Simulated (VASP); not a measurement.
# BiAu: single point with r2SCAN

The system is BiAu.

```
CELL_PARAMETERS angstrom
0.00000 2.92103 2.92103
2.92103 0.00000 2.92103
2.92103 2.92103 0.00000
ATOMIC_POSITIONS crystal
Au 0.50000 0.50000 0.50000
Bi 0.00000 0.00000 0.00000
```

- Program: VASP 6.6.1
- Task: single point
- Functional: r2SCAN
- Potentials or basis: VASP PAW PBE potentials, release 64 (Au, Bi_d)
- Cutoff: 520 eV
- k mesh: 10 × 10 × 10
- Occupations: gaussian, width 0.05 eV
- Spin: no spin polarisation

The pressure is 1.8 GPa and the band gap on the k mesh is zero (bands 13 and 14 overlap by 5.48 eV).

Levels at points of the mesh, in eV from the Fermi level:
| k point | band 9 | band 10 | band 11 | band 12 | band 13 | band 14 | band 15 | band 16 | band 17 | band 18 |
| --- | --- | --- | --- | --- | --- | --- | --- | --- | --- | --- |
| (0.00, 0.00, 0.00) | -4.77 | -4.71 | -4.71 | 1.00 | 1.00 | 1.00 | 1.34 | 7.96 | 9.20 | 9.20 |
| (0.50, 0.00, 0.00) | -5.67 | -4.44 | -4.44 | -3.97 | 3.17 | 3.17 | 3.65 | 5.35 | 5.35 | 6.65 |
| (0.50, 0.50, 0.00) | -4.44 | -4.26 | -4.26 | -3.44 | -1.56 | -1.56 | -1.31 | 6.46 | 12.07 | 12.07 |

Run time: 3.1 min on 1 thread of Intel Xeon 8259CL, with other jobs on the host, peak memory 0.21 GiB.

Caveat: the PAW data sets were made with another functional, which shifts forces and pressure a little; spin-orbit coupling is left out, which moves the levels of the heavy elements.
